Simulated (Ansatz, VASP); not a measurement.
**ZnInGaO4 in VASP and in Ansatz**

```
Zn In Ga O
1.0
     1.64383    0.94907    8.52605
    -1.64383    0.94907    8.52605
     0.00000   -1.89814    8.52605
Zn In Ga O
1 1 1 4
Direct
  0.21881 0.21881 0.21881
  0.00308 0.00308 0.00308
  0.78705 0.78705 0.78705
  0.29527 0.29527 0.29527
  0.71123 0.71123 0.71123
  0.12103 0.12103 0.12103
  0.86353 0.86353 0.86353
```

Alike in both runs: task single point; functional PBE; k mesh 8 × 8 × 8; no spin polarisation.

```csv
,VASP,Ansatz
version,VASP 6.6.1,Ansatz 0.2.0
potentials or method,"VASP PAW PBE potentials, release 64 (Zn, In_d, Ga_d, O)","plane waves, PAW"
plane-wave cutoff (eV),520,420
occupations,"gaussian, width 0.01 eV",fixed
valence electrons in the cell,62,62
```

```tsv
	VASP	Ansatz	Ansatz less VASP
gap on the k mesh at the Fermi level (eV)	1.36	1.38	+0.016
pressure (GPa)	11.9	11.1	-0.78
traceless stress, the component that is largest in VASP (GPa)	-0.12	-0.16	-0.043
rms of the force components (eV/Å)	0.053	0.058	+0.0043
```

Atom by atom the forces differ by 0.006 eV/Å (rms over components).
